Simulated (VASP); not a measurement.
# W3Cl (P6_3/mmc) in VASP: single point with PBE

Aim: the single point of W3Cl with PBE.

Everything below comes from runs of VASP 6.6.1. Logs are shortened: lines on timing, memory, paths and dates and some standing lists are left out, and cuts for length are marked.

## 1. The cell of the first run

It takes space group P6_3/mmc (No. 194, hexagonal). The conventional cell has a = 5.998 Å, b = 5.998 Å, c = 4.814 Å, α = 90.00°, β = 90.00°, γ = 120.00°. W (site symmetry mm2) has 4 Cl at 2.96 to 3.00 Å and 8 W at 2.97 to 3.01 Å within 3.9 Å. Cl (site symmetry -6m2) has 12 W at 2.96 to 3.00 Å within 3.9 Å.

## 2. Single point, PBE, collinear spin, zero start

Contents of INCAR:

```
PREC     = Accurate       # precision mode
ENCUT    = 500            # plane-wave cutoff, eV
EDIFF    = 1E-6           # SCF threshold, eV
ISMEAR   = 0              # smearing method
SIGMA    = 0.1            # smearing width, eV
LREAL    = False          # projectors in reciprocal space
LASPH    = True           # aspherical terms in the spheres
NELM     = 200            # most SCF steps
ALGO     = Normal         # electronic algorithm
ISIF     = 2              # what is computed and relaxed
LWAVE    = False          # write WAVECAR
LCHARG   = True           # write CHGCAR
ISPIN    = 2              # spin polarisation
MAGMOM   = 0 0 0 0 0 0 0 0 # initial moments
LORBIT   = 11             # projections on sites
LMAXMIX  = 4              # l up to which the mixer works
GGA      = PE             # functional
LELF     = True           # ELF
LVHAR    = True         
NBANDS   = 63             # bands
GGA_COMPAT= False
```

Contents of KPOINTS:

```
Automatic mesh
0
Gamma
  6 6 4
```

Contents of POSCAR:

```
W3Cl
1.0
    5.9980825765      0.0000000000      0.0000000000
   -2.9990412882      5.1944918852      0.0000000000
    0.0000000000      0.0000000000      4.8143867257
W Cl
6 2
Direct
    0.8330000000      0.6660000000      0.2500000000
    0.1670000000      0.8330000000      0.7500000000
    0.3340000000      0.1670000000      0.2500000000
    0.1670000000      0.3340000000      0.7500000000
    0.8330000000      0.1670000000      0.2500000000
    0.6660000000      0.8330000000      0.7500000000
    0.3333333333      0.6666666667      0.2500000000
    0.6666666667      0.3333333333      0.7500000000
```

Potentials or basis: VASP PAW PBE potentials, release 64 (W_sv, Cl).

Started as:

```bash
cat potpaw_PBE.64/W_sv/POTCAR potpaw_PBE.64/Cl/POTCAR > POTCAR
mpirun -np 1 vasp_std > vasp.out
```

OUTCAR:

```text
PREC = Accurate
   ENCUT = 500
   EDIFF = 1E-6
   ISMEAR = 0
   LREAL = False
   LASPH = True
   NELM = 200
   ISIF = 2
   ISPIN = 2
   LORBIT = 11
   GGA = PE

 ion  position               nearest neighbor table
   1  0.833  0.666  0.250-   8 2.96   8 2.96   6 2.97   6 2.97   2 2.97   2 2.97   5 2.99   3 2.99
                             7 3.00   7 3.00   5 3.01   3 3.01
   2  0.167  0.833  0.750-   7 2.96   7 2.96   3 2.97   3 2.97   1 2.97   1 2.97   4 2.99   6 2.99
                             8 3.00   8 3.00   4 3.01   6 3.01
   3  0.334  0.167  0.250-   8 2.96   8 2.96   2 2.97   2 2.97   4 2.97   4 2.97   1 2.99   5 2.99
                             7 3.00   7 3.00   1 3.01   5 3.01
   4  0.167  0.334  0.750-   7 2.96   7 2.96   3 2.97   3 2.97   5 2.97   5 2.97   2 2.99   6 2.99
                             8 3.00   8 3.00   2 3.01   6 3.01
   5  0.833  0.167  0.250-   8 2.96   8 2.96   6 2.97   6 2.97   4 2.97   4 2.97   1 2.99   3 2.99
                             7 3.00   7 3.00   1 3.01   3 3.01
   6  0.666  0.833  0.750-   7 2.96   7 2.96   5 2.97   5 2.97   1 2.97   1 2.97   4 2.99   2 2.99
                             8 3.00   8 3.00   4 3.01   2 3.01
   7  0.333  0.667  0.250-   2 2.96   2 2.96   4 2.96   4 2.96   6 2.96   6 2.96   3 3.00   1 3.00
                             5 3.00   5 3.00   3 3.00   1 3.00
   8  0.667  0.333  0.750-   5 2.96   5 2.96   1 2.96   1 2.96   3 2.96   3 2.96   6 3.00   4 3.00
                             2 3.00   2 3.00   6 3.00   4 3.00

  LATTYP: Found a hexagonal cell.
 ALAT       =     5.9980825765
 C/A-ratio  =     0.8026542923

  Lattice vectors:

 A1 = (   5.9980825765,   0.0000000000,   0.0000000000)
 A2 = (  -2.9990412882,   5.1944918852,   0.0000000000)
 A3 = (   0.0000000000,   0.0000000000,   4.8143867257)

Analysis of symmetry for initial positions (statically):
=====================================================================
 Subroutine PRICEL returns:
 Original cell was already a primitive cell.

 Routine SETGRP: Setting up the symmetry group for a
 hexagonal supercell.

 Subroutine GETGRP returns: Found 24 space group operations
 (whereof 12 operations were pure point group operations)
 out of a pool of 24 trial point group operations.

The static configuration has the point symmetry D_3d.
 The point group associated with its full space group is D_6h.

Analysis of symmetry for dynamics (positions and initial velocities):
=====================================================================
 Subroutine PRICEL returns:
 Original cell was already a primitive cell.

 Routine SETGRP: Setting up the symmetry group for a
 hexagonal supercell.

 Subroutine GETGRP returns: Found 24 space group operations
 (whereof 12 operations were pure point group operations)
 out of a pool of 24 trial point group operations.

The dynamic configuration has the point symmetry D_3d.
 The point group associated with its full space group is D_6h.
[... 174 lines left out ...]

 val. band max:        8.8665248056   @ k =   0.5000   0.0000   0.2500
 cond. band min:       8.8864541654   @ k =   0.3333   0.1667   0.5000
 fundamental gap:      0.0199293598
 Fermi energy:         8.8782800519

 spin component 1

 k-point     1 :       0.0000    0.0000    0.0000
  band No.  band energies     occupation
      1     -65.6449      1.00000
      2     -65.6082      1.00000
      3     -65.6082      1.00000
      4     -65.6043      1.00000
      5     -65.5882      1.00000
      6     -65.5882      1.00000
[... 1333 lines left out ...]
     60      10.3727      0.00000
     61      10.6384      0.00000
 Fermi energy:         8.8782800519

 spin component 2

 k-point     1 :       0.0000    0.0000    0.0000
  band No.  band energies     occupation
      1     -65.6449      1.00000
      2     -65.6082      1.00000
      3     -65.6082      1.00000
      4     -65.6043      1.00000
      5     -65.5882      1.00000
      6     -65.5882      1.00000
[... 1333 lines left out ...]
     60      10.3727      0.00000
     61      10.6384      0.00000
 [bands above 61 left out]

------------------------ aborting loop because EDIFF is reached ----------------------------------------

  FORCE on cell =-STRESS in cart. coord.  units (eV):
  Direction    XX          YY          ZZ          XY          YZ          ZX
  --------------------------------------------------------------------------------------
  -------------------------------------------------------------------------------------
  Total      -17.6592177    -17.6592177    -19.2622927     -0.0000000     -0.0000000      0.0000000
  in kB     -188.6190522   -188.6190522   -205.7415817     -0.0000000     -0.0000000      0.0000000
  external PRESSURE =    -194.3265620 kB  Pullay stress =       0.0000000 kB

 VOLUME and BASIS-vectors are now :
 -----------------------------------------------------------------------------
  energy-cutoff  :      500.00
  volume of cell :      150.00
      direct lattice vectors                 reciprocal lattice vectors
     5.998082576  0.000000000  0.000000000     0.166719945  0.096255805  0.000000000
    -2.999041288  5.194491885  0.000000000     0.000000000  0.192511611  0.000000000
     0.000000000  0.000000000  4.814386726     0.000000000  0.000000000  0.207710775

 POSITION                                       TOTAL-FORCE (eV/Angst)
 -----------------------------------------------------------------------------------
      2.99904      3.45953      1.20360         0.000000      1.512797      0.000000
     -1.49652      4.32701      3.61079        -1.310121      0.756398     -0.000000
      1.50252      0.86748      1.20360        -1.310121     -0.756398     -0.000000
      0.00000      1.73496      3.61079        -0.000000     -1.512797      0.000000
      4.49556      0.86748      1.20360         1.310121     -0.756398      0.000000
      1.49652      4.32701      3.61079         1.310121      0.756398      0.000000
     -0.00000      3.46299      1.20360        -0.000000     -0.000000      0.000000
      2.99904      1.73150      3.61079        -0.000000     -0.000000      0.000000
 -----------------------------------------------------------------------------------
    total drift:                                0.000000     -0.000000      0.000000

  FREE ENERGIE OF THE ION-ELECTRON SYSTEM (eV)
  ---------------------------------------------------
  free  energy   TOTEN  =       -69.2517798607 eV

  energy  without entropy=      -69.1995804246  energy(sigma->0) =      -69.22568014

 total charge

# of ion       s       p       d       tot
------------------------------------------
    1        2.381   6.157   3.213  11.751
    2        2.381   6.157   3.213  11.751
    3        2.381   6.157   3.213  11.751
    4        2.381   6.157   3.213  11.751
    5        2.381   6.157   3.213  11.751
    6        2.381   6.157   3.213  11.751
    7        1.694   3.236   0.000   4.930
    8        1.694   3.236   0.000   4.930
--------------------------------------------------
tot         17.674  43.416  19.275  80.365

 magnetization (x)

# of ion       s       p       d       tot
------------------------------------------
    1        0.000   0.000   0.000   0.000
    2        0.000   0.000   0.000   0.000
    3        0.000   0.000   0.000   0.000
    4        0.000   0.000   0.000   0.000
    5        0.000   0.000   0.000   0.000
    6        0.000   0.000   0.000   0.000
    7       -0.000  -0.000   0.000  -0.000
    8       -0.000  -0.000   0.000  -0.000
--------------------------------------------------
tot          0.000  -0.000   0.000   0.000
```

It took 9.4 min on 1 thread of Oxide Virtual Turin-like, shared host; peak memory 0.45 GiB.

What came out:

```
Free energy                                           : -69.2518 eV
Pressure                                              : -19.4 GPa
Largest force                                         : 1.513 eV/Å
Band gap on the k mesh                                : zero (filled and empty bands overlap)
Net moment                                            : 0.00 μB per cell
Valence electrons inside the program's atomic spheres : W 11.75; Cl 4.93
```

Forces on the atoms (eV/Å):
```
W    0.000  1.513  0.000
W   -1.310  0.756  0.000
W   -1.310 -0.756  0.000
W    0.000 -1.513  0.000
W    1.310 -0.756  0.000
W    1.310  0.756  0.000
Cl   0.000  0.000  0.000
Cl   0.000  0.000  0.000
```

Stress tensor (GPa, compression positive):
```
-18.86   0.00   0.00
  0.00 -18.86   0.00
  0.00   0.00 -20.57
```

Caveat: the cell stands under tension; spin-orbit coupling is left out, which moves the levels of the heavy elements; forces of over 1 eV/Å act on the atoms, so gaps and moduli don't describe the material at rest.
